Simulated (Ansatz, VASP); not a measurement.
## Ca3Lu in VASP and in Ansatz

```
Ca Lu
1.0
     5.39728    0.00000    0.00000
     0.00000    5.39728    0.00000
     0.00000    0.00000    5.39728
Ca Lu
3 1
Cartesian
  2.6986 0.0000 0.0000
  0.0000 2.6986 0.0000
  0.0000 0.0000 2.6986
  2.6986 2.6986 2.6986
```

Alike in both runs: task single point; functional PBE; k mesh 5 × 5 × 5; occupations fermi-dirac, width 0.05 eV; no spin polarisation.

|  | VASP | Ansatz |
| --- | --- | --- |
| version | VASP 6.6.1 | Ansatz 0.2.0 |
| potentials or method | VASP PAW PBE potentials, release 64 (Ca_sv, Lu), cutoff 520 eV | plane waves, PAW |
| valence electrons in the cell | 55 | 55 |

```tsv
	VASP	Ansatz	Ansatz less VASP
pressure (GPa)	-0.4	-0.4	-0.03
```

With one functional, cell and mesh, what is left measures potentials, basis and numerics.

Neither program's run includes spin-orbit coupling.
